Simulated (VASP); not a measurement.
# B (Cmce) in VASP: further runs

B is run at these levels: PBE; tasks: relaxation of cell and atoms.

All numbers are computed with VASP 6.6.1; they aren't measurements. Logs are shortened: lines on timing, memory, paths and dates and some standing lists are left out, and cuts for length are marked.

## 1. The cell of the first run

The structure is orthorhombic, space group Cmce (No. 64). Conventional cell: a = 4.037 Å, b = 2.668 Å, c = 5.442 Å, α = 90.00°, β = 90.00°, γ = 90.00°. B (site symmetry m) has 3 B at 1.50 to 1.97 Å within 2.0 Å.

## 2. Relaxation of cell and atoms, PBE

Contents of INCAR:

```
SYSTEM = B
PREC     = Accurate       ! precision mode
ENCUT    = 600            ! plane-wave cutoff, eV
EDIFF    = 1E-6           ! SCF threshold, eV
ISMEAR   = 0              ! smearing method
SIGMA    = 0.1            ! smearing width, eV
LREAL    = .False.        ! projectors in reciprocal space
LASPH    = .True.         ! aspherical terms in the spheres
NELM     = 60             ! most SCF steps
ALGO     = Normal         ! electronic algorithm
ISIF     = 3              ! what is computed and relaxed
LWAVE    = .False.        ! write WAVECAR
LCHARG   = .False.        ! write CHGCAR
GGA      = PE             ! functional
IBRION   = 2              ! ionic algorithm
NSW      = 90             ! ionic steps
EDIFFG   = -0.04          ! ionic threshold
```

Contents of KPOINTS:

```
regular mesh
0
Gamma
  8 8 4
  0 0 0
```

Contents of POSCAR:

```
B
1.0
    2.0183250730     -1.3339584735      0.0000000000
    2.0183250730      1.3339584735      0.0000000000
    0.0000000000      0.0000000000      5.4415490596
B
4
Direct
    0.8500000000      0.1500000000      0.1170000000
    0.6500000000      0.3500000000      0.6170000000
    0.1500000000      0.8500000000      0.8830000000
    0.3500000000      0.6500000000      0.3830000000
```

Potentials or basis: VASP PAW PBE potentials, release 64 (B).

Run with:

```console
$ cat potpaw_PBE.64/B/POTCAR > POTCAR
$ mpirun -np 1 vasp_std > vasp.out
```

OUTCAR:

```text
SYSTEM = B
   PREC = Accurate
   ENCUT = 600
   EDIFF = 1E-6
   ISMEAR = 0
   LREAL = .False.
   LASPH = .True.
   NELM = 60
   ISIF = 3
   GGA = PE
   IBRION = 2
   NSW = 90
   EDIFFG = -0.04

 ion  position               nearest neighbor table
   1  0.850  0.150  0.117-   3 1.50   4 1.97   4 1.97
   2  0.650  0.350  0.617-   4 1.50   3 1.97   3 1.97
   3  0.150  0.850  0.883-   1 1.50   2 1.97   2 1.97
   4  0.350  0.650  0.383-   2 1.50   1 1.97   1 1.97

  LATTYP: Found a base centered orthorhombic cell.
 ALAT       =     2.6679169470
 B/A-ratio  =     1.5130344108
 C/A-ratio  =     2.0396246089

  Lattice vectors:

 A1 = (  -2.0183250730,  -1.3339584735,   0.0000000000)
 A2 = (   2.0183250730,  -1.3339584735,   0.0000000000)
 A3 = (   0.0000000000,   0.0000000000,   5.4415490596)

Analysis of symmetry for initial positions (statically):
=====================================================================
 Subroutine PRICEL returns:
 Original cell was already a primitive cell.

 Routine SETGRP: Setting up the symmetry group for a
 base centered orthorhombic supercell.

 Subroutine GETGRP returns: Found  8 space group operations
 (whereof  4 operations were pure point group operations)
 out of a pool of  8 trial point group operations.

The static configuration has the point symmetry C_2h.
 The point group associated with its full space group is D_2h.

Analysis of symmetry for dynamics (positions and initial velocities):
=====================================================================
 Subroutine PRICEL returns:
 Original cell was already a primitive cell.

 Routine SETGRP: Setting up the symmetry group for a
 base centered orthorhombic supercell.

 Subroutine GETGRP returns: Found  8 space group operations
 (whereof  4 operations were pure point group operations)
 out of a pool of  8 trial point group operations.

The dynamic configuration has the point symmetry C_2h.
 The point group associated with its full space group is D_2h.

 Subroutine INISYM returns: Found  8 space group operations
 (whereof  4 operations are pure point group operations),
 and found     1 'primitive' translations

----------------------------------------------------------------------------------------

                                     Primitive cell

  volume of cell :      29.3012

  direct lattice vectors                    reciprocal lattice vectors
     2.018325073 -1.333958474  0.000000000     0.247730163 -0.374824262  0.000000000
     2.018325073  1.333958474  0.000000000     0.247730163  0.374824262  0.000000000
     0.000000000  0.000000000  5.441549060     0.000000000  0.000000000  0.183771200

  length of vectors
     2.419314223  2.419314223  5.441549060     0.449292178  0.449292178  0.183771200

  position of ions in fractional coordinates (direct lattice)
     0.850000000  0.150000000  0.117000000
     0.650000000  0.350000000  0.617000000
     0.150000000  0.850000000  0.883000000
     0.350000000  0.650000000  0.383000000

  ion indices of the primitive-cell ions
   primitive index   ion index
                 1           1
                 2           2
                 3           3
                 4           4

----------------------------------------------------------------------------------------

 KPOINTS: regular mesh

Automatic generation of k-mesh.
 Grid dimensions read from file:
 generate k-points for:    8    8    4

 Generating k-lattice:

  Cartesian coordinates                     Fractional coordinates (reciprocal lattice)
     0.030966270 -0.046853033  0.000000000     0.125000000  0.000000000  0.000000000
     0.030966270  0.046853033  0.000000000     0.000000000  0.125000000  0.000000000
     0.000000000  0.000000000  0.045942800     0.000000000  0.000000000  0.250000000

  Length of vectors
     0.056161522  0.056161522  0.045942800

  Shift w.r.t. Gamma in fractional coordinates (k-lattice)
     0.000000000  0.000000000  0.000000000

 Subroutine IBZKPT returns following result:
 ===========================================

 Found     63 irreducible k-points:

 Following reciprocal coordinates:
            Coordinates               Weight
  0.000000  0.000000  0.000000      1.000000
  0.125000  0.000000  0.000000      4.000000
  0.250000  0.000000  0.000000      4.000000
  0.375000 -0.000000  0.000000      4.000000
  0.500000  0.000000  0.000000      2.000000
  0.125000  0.125000  0.000000      2.000000
[... 16 lines left out ...]
  0.125000  0.000000  0.250000      8.000000
  0.250000  0.000000  0.250000      8.000000
 [... further k-points ...]
   k-points           NKPTS =     63   k-points in BZ     NKDIM =     63   number of bands    NBANDS=     10
   number of dos      NEDOS =    301   number of ions     NIONS =      4
   total plane-waves  NPLWV =  19200
   dimension x,y,z NGX =    20 NGY =   20 NGZ =   48
   dimension x,y,z NGXF=    40 NGYF=   40 NGZF=   96
   ions per type =               4
   NGX,Y,Z   is equivalent  to a cutoff of  13.74, 13.74, 14.66 a.u.
   NGXF,Y,Z  is equivalent  to a cutoff of  27.49, 27.49, 29.33 a.u.
 SYSTEM =  B
   PREC   = accura    normal or accurate (medium, high low for compatibility)
   ISTART =      0    job   : 0-new  1-cont  2-samecut
   ICHARG =      2    charge: 1-file 2-atom 10-const
   ISPIN  =      1    spin polarized calculation?
   LNONCOLLINEAR =      F non collinear calculations
   LSORBIT =      F    spin-orbit coupling
   LASPH  =      T    aspherical Exc in radial PAW
   ENCUT  =  600.0 eV  44.10 Ry    6.64 a.u.   4.83  4.83 10.87*2*pi/ulx,y,z
   NELM   =     60;   NELMIN=  2; NELMDL= -5     # of ELM steps
   EDIFF  = 0.1E-05   stopping-criterion for ELM
   LREAL  =      F    real-space projection
   EDIFFG = -.4E-01   stopping-criterion for IOM
   NSW    =     90    number of steps for IOM
   IBRION =      2    ionic relax: 0-MD 1-quasi-New 2-CG
   NFREE  =      1    steps in history (QN), initial steepest desc. (CG)
   ISIF   =      3    stress and relaxation
   ISYM   =      2    0-nonsym 1-usesym 2-fastsym
   POTIM  = 0.5000    time-step for ionic-motion
   TEBEG  =    0.0;   TEEND  =   0.0 temperature during run
   PSTRESS=    0.0 pullay stress
   NELECT =      12.0000    total number of electrons
   NUPDOWN=      -1.0000    fix difference up-down
   EMIN   =  10.00;   EMAX   =-10.00  energy-range for DOS
   EFERMI =   0.00;   METHOD = LEGACY
   ISMEAR =     0;   SIGMA  =   0.10  broadening in eV -4-tet -1-fermi 0-gaus
   EFERMI_NEDOS =   21; number of points for ismear=-14 and -15
   IALGO  =     38    algorithm
   IMIX   =      4    mixing-type and parameters
     AMIX     =   0.40;   BMIX     =  1.00
     AMIX_MAG =   1.60;   BMIX_MAG =  1.00
  volume/ion in A,a.u.               =       7.33        49.43
  Fermi-wavevector in a.u.,A,eV,Ry     =   1.215738  2.297411 20.109661  1.478018
  Thomas-Fermi vector in A             =   2.351115
   LORBIT       =      0    0 simple, 1 ext, 2 COOP (PROOUT), +10 PAW based schemes
   GGA     = PE    functional components
   LHFCALC =     F    Hartree Fock is set to
   AEXX    =    0.0000 exact exchange contribution
   IVDW    =     0    specifies the selected vdW correction
   LEPSILON=     F    determine dielectric tensor
   LRPA    =     F    only Hartree local field effects (RPA)
 conjugate gradient relaxation of ions
 non-spin polarized calculation
 Gauss-broadening in eV      SIGMA  =   0.10
  energy-cutoff  :      600.00
  volume of cell :       29.30
 maximum number of plane-waves:       996
   NGX =  9   NGY =  9   NGZ = 21

--------------------------------------- Ionic step        1  -------------------------------------------

 number of electron      12.0000000 magnetization

 Free energy of the ion-electron system (eV)
  ---------------------------------------------------
  ext. energy  EPLUGINS =         0.00000000
  ---------------------------------------------------
  free energy    TOTEN  =       -20.54880899 eV

  energy without entropy =      -20.54520906  energy(sigma->0) =      -20.54700903

------------------------ aborting loop because EDIFF is reached ----------------------------------------

  FORCE on cell =-STRESS in cart. coord.  units (eV):
  Direction    XX          YY          ZZ          XY          YZ          ZX
  --------------------------------------------------------------------------------------
  -------------------------------------------------------------------------------------
  Total       -1.3580087      0.1567486      8.0248533      0.0000000      0.0000000      0.0000000
  in kB      -74.2552479      8.5709350    438.7950456      0.0000000      0.0000000      0.0000000
  external PRESSURE =     124.3702442 kB  Pullay stress =       0.0000000 kB
[... 95 lines left out ...]
  FREE ENERGIE OF THE ION-ELECTRON SYSTEM (eV)
  ---------------------------------------------------
  free  energy   TOTEN  =       -21.8007117988 eV

  energy  without entropy=      -21.7964046365  energy(sigma->0) =      -21.79855822

[... ionic steps 4 to 24 ...]

--------------------------------------- Ionic step       25  -------------------------------------------

 number of electron      12.0000000 magnetization

------------------------ aborting loop because EDIFF is reached ----------------------------------------

  FORCE on cell =-STRESS in cart. coord.  units (eV):
  Direction    XX          YY          ZZ          XY          YZ          ZX
  --------------------------------------------------------------------------------------
  -------------------------------------------------------------------------------------
  Total       -0.0131384      0.1812083     -0.1938596      0.0000000     -0.0000000      0.0000000
  in kB       -0.7805229     10.7651700    -11.5167532      0.0000000     -0.0000000      0.0000000
  external PRESSURE =      -0.5107021 kB  Pullay stress =       0.0000000 kB
[... 61 lines left out ...]
  energy  without entropy=      -24.5677712858  energy(sigma->0) =      -24.56965604

--------------------------------------- Ionic step       27  -------------------------------------------

 number of electron      12.0000000 magnetization

 Free energy of the ion-electron system (eV)
  ---------------------------------------------------
  ext. energy  EPLUGINS =         0.00000000
  ---------------------------------------------------
  free energy    TOTEN  =       -24.57166486 eV

  energy without entropy =      -24.56796404  energy(sigma->0) =      -24.56981445

 E-fermi :   7.4127     XC(G=0): -12.2046

 val. band max:        7.3902705767   @ k =   0.5000   0.3750   0.2500
 cond. band min:       7.4840713077   @ k =  -0.3750   0.2500   0.5000
 fundamental gap:      0.0938007309
 Fermi energy:         7.4126655323

 k-point     1 :       0.0000    0.0000    0.0000
  band No.  band energies     occupation
      1      -8.9633      2.00000
      2      -6.0374      2.00000
      3      -3.5525      2.00000
      4       4.4874      2.00000
      5      10.1958      0.00000
      6      10.9462      0.00000
      7      12.3052      0.00000
      8      12.3700      0.00000
      9      14.7499      0.00000
     10      18.6622      0.00000
[... 287 lines left out ...]
 k-point    24 :       0.2500    0.0000    0.2500
  band No.  band energies     occupation
      1      -7.2113      2.00000
      2      -5.4276      2.00000
      3      -0.7760      2.00000
      4       3.8677      2.00000
      5       4.6294      2.00000
      6       6.0173      2.00000
      7      12.7016      0.00000
      8      13.7187      0.00000
      9      14.2152      0.00000
     10      15.6315      0.00000

 [... further k-points ...]
[... 5 lines left out ...]
  --------------------------------------------------------------------------------------
  -------------------------------------------------------------------------------------
  Total       -0.0801258      0.0560775      0.0200089      0.0000000      0.0000000      0.0000000
  in kB       -4.7569554      3.3292394      1.1878987      0.0000000      0.0000000      0.0000000
  external PRESSURE =      -0.0799391 kB  Pullay stress =       0.0000000 kB
[... 19 lines left out ...]
  FREE ENERGIE OF THE ION-ELECTRON SYSTEM (eV)
  ---------------------------------------------------
  free  energy   TOTEN  =       -24.5716648642 eV

  energy  without entropy=      -24.5679640371  energy(sigma->0) =      -24.56981445

 reached required accuracy - stopping structural energy minimisation
```

Run time: 4.8 min. Hardware: 1 thread of Intel Xeon 8259CL, shared host; peak memory 0.16 GiB.

What came out:

| Item | Value |
| --- | --- |
| Free energy | -24.5717 eV |
| Relaxed volume | 6.75 Å³/atom |
| Relaxed cell | a = 2.244 Å, b = 2.244 Å, c = 5.411 Å, α = 90.00°, β = 90.00°, γ = 82.23° |
| Space group after relaxing (to 0.1 Å) | Fmmm (No. 69) |
| Energy gained by relaxing | 1005.7 meV/atom |
| Ionic steps | 27 |
| Pressure after relaxing | 0.0 GPa |
| Largest force after relaxing | 0.012 eV/Å |
| Band gap on the k mesh | zero (bands 6 and 7 overlap by 6.48 eV) |

Forces on the atoms (eV/Å):
```
B    0.000  0.007  0.009
B    0.000 -0.007  0.009
B    0.000 -0.007 -0.009
B    0.000  0.007 -0.009
```

Step by step:
```csv
step,energy change (eV),largest force (eV/Å),pressure (GPa),volume (Å³)
1,0.0000,5.5112,12.44,29.30
2,-0.4279,2.2529,-5.24,31.67
3,-1.2519,1.9416,-12.42,30.38
4,-1.2597,1.9252,-12.02,30.32
5,-1.2626,1.9196,-11.48,30.25
6,-1.8586,2.0038,3.79,28.49
7,-1.9689,2.6105,17.21,27.43
8,-2.2766,2.3475,17.75,27.29
9,-2.9902,1.9779,20.50,26.82
10,-3.1159,2.7017,23.63,25.84
11,-3.2897,2.0849,22.42,26.28
12,-3.8184,0.3185,3.58,27.43
13,-3.7670,1.8674,-6.11,28.42
14,-3.8548,0.8916,-1.16,27.87
15,-3.8557,0.8096,-0.70,27.82
16,-3.9273,0.4188,-3.94,27.90
17,-3.9557,0.3888,-6.69,27.96
18,-3.9897,0.2662,-3.16,27.45
19,-3.9995,0.2491,0.42,26.99
20,-4.0081,0.1966,1.16,26.83
21,-4.0092,0.2528,1.59,26.75
22,-4.0178,0.0963,1.10,26.79
23,-4.0196,0.1197,0.77,26.82
24,-4.0221,0.0294,0.23,26.91
25,-4.0225,0.0587,-0.05,26.97
26,-4.0227,0.0482,0.02,27.00
27,-4.0229,0.0118,-0.01,26.99
```

Final structure:
```xyz
4
Lattice="1.6902 -1.4753 0.0000 1.6902 1.4753 0.0000 0.0000 0.0000 5.4111" Properties=species:S:1:pos:R:3 pbc="T T T"
B     1.6902    1.4739    0.8496
B     1.6902    0.0014    3.5552
B     1.6902   -1.4739    4.5615
B     1.6902   -0.0014    1.8560
```

## 3. Relaxation of cell and atoms, PBE

This run uses another cell than the first one, of 7.30 Å³/atom.

Contents of INCAR:

```
PREC = Accurate ; ENCUT = 600
EDIFF = 1E-7 ; ISMEAR = 0
SIGMA = 0.1 ; LREAL = F
LASPH = T ; NELM = 80
ALGO = Normal ; ISIF = 3
LWAVE = F ; LCHARG = F
GGA = PE ; IBRION = 2
NSW = 90 ; EDIFFG = -0.04
```

Contents of KPOINTS:

```
regular mesh
0
Gamma
  8 8 6
```

Contents of POSCAR:

```
B
1.0
    1.2026589084     -3.8150811294      0.0000000000
    1.2026589084      3.8150811294      0.0000000000
    0.0000000000      0.0000000000      3.1828676851
B
4
Direct
    0.0980000000      0.9020000000      0.9100000000
    0.5980000000      0.4020000000      0.5900000000
    0.9020000000      0.0980000000      0.0900000000
    0.4020000000      0.5980000000      0.4100000000
```

Potentials or basis: VASP PAW PBE potentials, release 64 (B).

Run with:

```console
$ cat potpaw_PBE.64/B/POTCAR > POTCAR
$ mpirun -np 1 vasp_std > vasp.out
```

It took 8.4 min on 1 thread of Intel Xeon 8259CL, shared host; peak memory 0.19 GiB.

It converged, with:

- Free energy: -25.7229 eV
- Relaxed volume: 6.38 Å³/atom
- Relaxed cell: a = 3.041 Å, b = 3.041 Å, c = 3.262 Å, α = 90.00°, β = 90.00°, γ = 122.21°
- Space group after relaxing (to 0.1 Å): Cmce (No. 64)
- Energy gained by relaxing: 1470.9 meV/atom
- Ionic steps: 26
- Pressure after relaxing: 0.2 GPa
- Largest force after relaxing: 0.027 eV/Å
- Band gap on the k mesh: zero (bands 6 and 7 overlap by 0.99 eV)

Forces in eV/Å, atoms in the order of the input:
```
B    0.000 -0.009  0.025
B    0.000 -0.009 -0.025
B    0.000  0.009 -0.025
B    0.000  0.009  0.025
```

Stress tensor (GPa, compression positive):
```
 0.29  0.00  0.00
 0.00 -0.03  0.00
 0.00  0.00  0.29
```

Step by step:
```tsv
step	energy change (eV)	largest force (eV/Å)	pressure (GPa)	volume (Å³)
1	0.0000	2.4718	43.41	29.21
2	-0.1791	1.4869	-26.32	38.36
3	-0.8042	0.5760	-3.35	33.49
4	-0.8048	0.5696	-2.62	33.39
5	-0.9649	0.5667	-2.74	33.20
6	-1.7575	1.0189	-4.36	32.46
7	-3.5669	0.7206	-11.50	30.28
8	-3.6474	0.9670	-11.33	29.68
9	-3.6301	0.8211	-11.60	29.91
10	-3.6565	0.8762	-11.80	29.85
11	-3.7221	1.0734	-12.20	29.64
12	-3.7873	1.5786	-11.85	29.19
13	-3.8736	1.6162	-11.62	29.08
14	-4.1243	1.7386	-10.86	28.75
15	-4.5689	1.8606	-8.72	28.08
16	-5.1180	1.9315	-1.49	26.65
17	-4.3260	1.5207	31.95	23.57
18	-5.1975	1.9290	4.08	25.94
19	-5.4409	1.5779	1.88	25.91
20	-5.8051	0.5465	-1.97	25.80
21	-5.8234	0.4963	-2.29	25.76
22	-5.8247	0.4560	-2.29	25.77
23	-5.8694	0.2318	-0.73	25.62
24	-5.8831	0.0543	0.74	25.48
25	-5.8831	0.0526	0.80	25.48
26	-5.8835	0.0266	0.18	25.53
```

Final structure:
```xyz
4
Lattice="1.4696 -2.6626 0.0000 1.4696 2.6626 0.0000 0.0000 0.0000 3.2625" Properties=species:S:1:pos:R:3 pbc="T T T"
B     1.4696    1.8313    2.9659
B     1.4696   -0.8313    1.9278
B     1.4696   -1.8313    0.2966
B     1.4696    0.8313    1.3347
```

Levels at points of the mesh, in eV from the Fermi level:
| k point | band 2 | band 3 | band 4 | band 5 | band 6 | band 7 | band 8 | band 9 | band 10 |
| --- | --- | --- | --- | --- | --- | --- | --- | --- | --- |
| (0.00, 0.00, 0.00) | -7.88 | -5.92 | -4.58 | -3.49 | 0.52 | 0.91 | 2.49 | 2.60 | 8.34 |
| (0.50, 0.00, 0.00) | -13.46 | -5.63 | -5.63 | -4.57 | -4.57 | 1.56 | 1.56 | 5.96 | 5.96 |
| (0.50, 0.50, 0.00) | -12.15 | -7.00 | -5.32 | -3.55 | -1.82 | -0.46 | 0.67 | 4.65 | 4.67 |
| (0.00, 0.00, 0.50) | -15.02 | -1.91 | -1.91 | -1.49 | -1.49 | 0.90 | 0.90 | 6.47 | 6.47 |
| (0.50, 0.00, 0.50) | -11.07 | -10.46 | -10.46 | -4.29 | -4.29 | 1.99 | 1.99 | 10.25 | 10.25 |
| (0.50, 0.50, 0.50) | -12.09 | -9.26 | -9.26 | -3.85 | -3.85 | 0.80 | 0.80 | 9.16 | 9.16 |

Caveat: a cell axis changed by over 15 % at a fixed basis, so the end point is rough.

(Part 1 of 2 ends here.)

The gap in the log of VASP goes by the Fermi energy; the results here count the filled bands.